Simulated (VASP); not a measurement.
# SrVO3 (Pm-3m) in VASP: single point with PBE

Aim: the single point of SrVO3 with PBE.

All numbers are computed with VASP 6.6.1; they aren't measurements. Logs are shortened: lines on timing, memory, paths and dates and some standing lists are left out, and cuts for length are marked.

**1. The cell of the first run**

Symmetry: Pm-3m, No. 221, cubic system. Conventional cell: a = 3.848 Å, b = 3.848 Å, c = 3.848 Å, α = 90.00°, β = 90.00°, γ = 90.00°. Within 2.6 Å of V (site symmetry m-3m) lie 6 O at 1.92 Å. Within 2.6 Å of O (site symmetry 4/mmm) lie 2 V at 1.92 Å. Sr (site symmetry m-3m) has 12 O at 2.72 Å and 8 V at 3.33 Å within 3.6 Å.

**2. Single point, PBE, collinear spin, ferromagnetic start**

INCAR reads:

```
PREC = Accurate
ENCUT = 600
EDIFF = 1E-6
ISMEAR = 0
SIGMA = 0.0468
LREAL = F
LASPH = T
NELM = 200
ALGO = Normal
ISIF = 2
LWAVE = F
LCHARG = T
ISPIN = 2
MAGMOM = 1 0 0 0 0
LORBIT = 11
LMAXMIX = 4
GGA = PE
LELF = T
LVHAR = T
NBANDS = 32
GGA_COMPAT = F
```

KPOINTS reads:

```
Automatic mesh
0
Gamma
  6 6 6
```

POSCAR reads:

```
SrVO3
1.0
    3.8475402700      0.0000000000      0.0000000000
    0.0000000000      3.8475402700      0.0000000000
    0.0000000000      0.0000000000      3.8475402700
V O Sr
1 3 1
Direct
    0.0000000000      0.0000000000      0.0000000000
    0.5000000000      0.0000000000      0.0000000000
    0.0000000000      0.5000000000      0.0000000000
    0.0000000000      0.0000000000      0.5000000000
    0.5000000000      0.5000000000      0.5000000000
```

Potentials or basis: VASP PAW PBE potentials, release 64 (V_sv, O, Sr_sv).

Run with:

```bash
$ cat potpaw_PBE.64/V_sv/POTCAR potpaw_PBE.64/O/POTCAR potpaw_PBE.64/Sr_sv/POTCAR > POTCAR
$ mpirun -np 1 vasp_std > vasp.out
```

OUTCAR:

```text
PREC = Accurate
   ENCUT = 600
   EDIFF = 1E-6
   ISMEAR = 0
   LREAL = F
   LASPH = T
   NELM = 200
   ISIF = 2
   ISPIN = 2
   LORBIT = 11
   GGA = PE

 ion  position               nearest neighbor table
   1  0.000  0.000  0.000-   2 1.92   3 1.92   4 1.92   4 1.92   3 1.92   2 1.92   5 3.33   5 3.33
                             5 3.33   5 3.33   5 3.33   5 3.33   5 3.33   5 3.33
   2  0.500  0.000  0.000-   1 1.92   1 1.92   5 2.72   5 2.72   5 2.72   5 2.72
   3  0.000  0.500  0.000-   1 1.92   1 1.92   5 2.72   5 2.72   5 2.72   5 2.72
   4  0.000  0.000  0.500-   1 1.92   1 1.92   5 2.72   5 2.72   5 2.72   5 2.72
   5  0.500  0.500  0.500-   2 2.72   3 2.72   4 2.72   2 2.72   3 2.72   2 2.72   4 2.72   2 2.72
                             3 2.72   4 2.72   3 2.72   4 2.72   1 3.33   1 3.33   1 3.33   1 3.33

  LATTYP: Found a simple cubic cell.
 ALAT       =     3.8475402700

  Lattice vectors:

 A1 = (   3.8475402700,   0.0000000000,   0.0000000000)
 A2 = (   0.0000000000,   3.8475402700,   0.0000000000)
 A3 = (   0.0000000000,   0.0000000000,   3.8475402700)

Analysis of symmetry for initial positions (statically):
=====================================================================
 Subroutine PRICEL returns:
 Original cell was already a primitive cell.

 Routine SETGRP: Setting up the symmetry group for a
 simple cubic supercell.

 Subroutine GETGRP returns: Found 48 space group operations
 (whereof 48 operations were pure point group operations)
 out of a pool of 48 trial point group operations.

The static configuration has the point symmetry O_h .

Analysis of symmetry for dynamics (positions and initial velocities):
=====================================================================
 Subroutine PRICEL returns:
 Original cell was already a primitive cell.

 Routine SETGRP: Setting up the symmetry group for a
 simple cubic supercell.

 Subroutine GETGRP returns: Found 48 space group operations
 (whereof 48 operations were pure point group operations)
 out of a pool of 48 trial point group operations.

The dynamic configuration has the point symmetry O_h .

Analysis of structural, dynamic, and magnetic symmetry:
=====================================================================
 Subroutine PRICEL returns:
 Original cell was already a primitive cell.

 Routine SETGRP: Setting up the symmetry group for a
 simple cubic supercell.

 Subroutine GETGRP returns: Found 48 space group operations
 (whereof 48 operations were pure point group operations)
 out of a pool of 48 trial point group operations.

The overall configuration has the point symmetry O_h .

[... 132 lines left out ...]
  energy-cutoff  :      600.00
  volume of cell :       56.96
 maximum number of plane-waves:      1935
 NGX is ok and might be reduce to    32
   NGX = 15   NGY = 15   NGZ = 15

 number of electron      40.9999994 magnetization       0.5000232

 Free energy of the ion-electron system (eV)
  ---------------------------------------------------
  ext. energy  EPLUGINS =         0.00000000
  ---------------------------------------------------
  free energy    TOTEN  =       -39.27372613 eV

  energy without entropy =      -39.27098814  energy(sigma->0) =      -39.27235714

 E-fermi :   6.2063     XC(G=0): -11.5451

 val. band max:        6.1696851677   @ k =   0.1667   0.0000   0.0000
 cond. band min:       6.2136622490   @ k =   0.3333   0.1667   0.0000
 fundamental gap:      0.0439770813
 Fermi energy:         6.2063278384

 spin component 1

 k-point     1 :       0.0000    0.0000    0.0000
  band No.  band energies     occupation
      1     -59.8711      1.00000
      2     -33.6994      1.00000
      3     -33.6994      1.00000
      4     -33.6994      1.00000
      5     -28.3150      1.00000
      6     -13.4922      1.00000
[... 689 lines left out ...]
     31      15.0078      0.00000
     32      19.2107      0.00000
 Fermi energy:         6.2063278384

 spin component 2

 k-point     1 :       0.0000    0.0000    0.0000
  band No.  band energies     occupation
      1     -59.3641      1.00000
      2     -33.2014      1.00000
      3     -33.2014      1.00000
      4     -33.2014      1.00000
      5     -28.3147      1.00000
      6     -13.4844      1.00000
[... 689 lines left out ...]
     31      15.0339      0.00000
     32      19.2144      0.00000

------------------------ aborting loop because EDIFF is reached ----------------------------------------

  FORCE on cell =-STRESS in cart. coord.  units (eV):
  Direction    XX          YY          ZZ          XY          YZ          ZX
  --------------------------------------------------------------------------------------
  -------------------------------------------------------------------------------------
  Total        0.8924623      0.8924623      0.8924623      0.0000000     -0.0000000      0.0000000
  in kB       25.1044624     25.1044624     25.1044624      0.0000000     -0.0000000      0.0000000
  external PRESSURE =      25.1044624 kB  Pullay stress =       0.0000000 kB

 VOLUME and BASIS-vectors are now :
 -----------------------------------------------------------------------------
  energy-cutoff  :      600.00
  volume of cell :       56.96
      direct lattice vectors                 reciprocal lattice vectors
     3.847540270  0.000000000  0.000000000     0.259906312  0.000000000  0.000000000
     0.000000000  3.847540270  0.000000000     0.000000000  0.259906312  0.000000000
     0.000000000  0.000000000  3.847540270     0.000000000  0.000000000  0.259906312

 POSITION                                       TOTAL-FORCE (eV/Angst)
 -----------------------------------------------------------------------------------
      0.00000      0.00000      0.00000         0.000000      0.000000      0.000000
      1.92377      0.00000      0.00000         0.000000      0.000000      0.000000
      0.00000      1.92377      0.00000         0.000000      0.000000      0.000000
      0.00000      0.00000      1.92377         0.000000      0.000000      0.000000
      1.92377      1.92377      1.92377         0.000000      0.000000      0.000000
 -----------------------------------------------------------------------------------
    total drift:                                0.000000      0.000000     -0.000000

  FREE ENERGIE OF THE ION-ELECTRON SYSTEM (eV)
  ---------------------------------------------------
  free  energy   TOTEN  =       -39.2737261297 eV

  energy  without entropy=      -39.2709881404  energy(sigma->0) =      -39.27235714

 total charge

# of ion       s       p       d       tot
------------------------------------------
    1        2.284   6.346   2.946  11.575
    2        1.561   3.483   0.000   5.044
    3        1.561   3.483   0.000   5.044
    4        1.561   3.483   0.000   5.044
    5        1.999   5.802   0.217   8.018
--------------------------------------------------
tot          8.965  22.596   3.162  34.724

 magnetization (x)

# of ion       s       p       d       tot
------------------------------------------
    1        0.004   0.004   0.472   0.480
    2       -0.000  -0.006   0.000  -0.007
    3       -0.000  -0.006   0.000  -0.007
    4       -0.000  -0.006   0.000  -0.007
    5       -0.000  -0.000   0.001   0.001
--------------------------------------------------
tot          0.002  -0.015   0.473   0.461
```

OSZICAR:

```text
N       E                     dE             d eps       ncg     rms          rms(c)
DAV:   1     0.402935126792E+03    0.40294E+03   -0.23324E+04  2560   0.149E+03
DAV:   2    -0.236774147199E+02   -0.42661E+03   -0.40826E+03  2960   0.409E+02
DAV:   3    -0.489740137783E+02   -0.25297E+02   -0.24997E+02  3352   0.103E+02
DAV:   4    -0.497029968681E+02   -0.72898E+00   -0.72701E+00  3640   0.123E+01
DAV:   5    -0.497112747306E+02   -0.82779E-02   -0.82775E-02  3240   0.114E+00    0.386E+01
DAV:   6    -0.410566095239E+02    0.86547E+01   -0.46484E+01  2784   0.563E+01    0.181E+01
DAV:   7    -0.400190912225E+02    0.10375E+01   -0.20754E+01  2672   0.401E+01    0.177E+01
DAV:   8    -0.393030464015E+02    0.71604E+00   -0.16926E+00  2848   0.112E+01    0.647E+00
DAV:   9    -0.393288723168E+02   -0.25826E-01   -0.47819E-01  3056   0.553E+00    0.264E+00
DAV:  10    -0.392732035034E+02    0.55669E-01   -0.18946E-01  2768   0.402E+00    0.489E-01
DAV:  11    -0.392738934227E+02   -0.68992E-03   -0.57875E-03  3000   0.451E-01    0.296E-01
DAV:  12    -0.392737990330E+02    0.94390E-04   -0.24573E-03  2976   0.266E-01    0.969E-02
DAV:  13    -0.392738275781E+02   -0.28545E-04   -0.54037E-04  3224   0.156E-01    0.117E-01
DAV:  14    -0.392737511491E+02    0.76429E-04   -0.10153E-04  3024   0.932E-02    0.544E-02
DAV:  15    -0.392737273677E+02    0.23781E-04   -0.40672E-05  3016   0.545E-02    0.157E-02
DAV:  16    -0.392737262256E+02    0.11422E-05   -0.11458E-05  3160   0.267E-02    0.576E-03
DAV:  17    -0.392737261297E+02    0.95866E-07   -0.10323E-06  1848   0.754E-03
   1 F= -.39273726E+02 E0= -.39272357E+02  d E =-.273799E-02  mag=     0.5000
```

It took 65 s on 1 thread of Intel Xeon Platinum 8375C at 2.90GHz (Ice Lake), shared host; peak memory 0.25 GiB.

Results:

| Item | Value |
| --- | --- |
| Free energy | -39.2737 eV |
| Pressure | 2.5 GPa |
| Net moment | 0.50 μB per cell |
| Site moments | V +0.48; O -0.01; Sr +0.00 μB |
| Valence electrons inside the program's atomic spheres | V 11.57; O 5.04; Sr 8.02 |

Levels at points of the mesh, in eV from the Fermi level:
Spin up:
```tsv
k point	band 17	band 18	band 19	band 20	band 21	band 22	band 23	band 24
(0.00, 0.00, 0.00)	-3.19	-2.36	-2.36	-2.36	-1.18	-1.18	-1.18	1.17
(0.50, 0.00, 0.00)	-4.52	-4.04	-2.80	-2.80	-1.07	0.77	0.77	1.19
(0.50, 0.50, 0.00)	-4.07	-3.57	-3.57	-2.07	0.74	0.74	1.08	2.20
(0.50, 0.50, 0.50)	-5.90	-1.97	-1.97	-1.97	1.31	1.31	1.31	5.24
```
Spin down:
```tsv
k point	band 17	band 18	band 19	band 20	band 21	band 22	band 23	band 24
(0.00, 0.00, 0.00)	-3.19	-2.37	-2.37	-2.37	-0.63	-0.63	-0.63	1.44
(0.50, 0.00, 0.00)	-4.44	-4.04	-2.81	-2.81	-0.50	1.24	1.24	1.45
(0.50, 0.50, 0.00)	-4.05	-3.57	-3.57	-2.07	1.23	1.23	1.61	2.45
(0.50, 0.50, 0.50)	-5.79	-1.97	-1.97	-1.97	1.83	1.83	1.83	5.27
```

Caveat: semilocal functionals often make such compounds metallic where correlation or magnetic order opens a gap, which also shifts bond lengths.
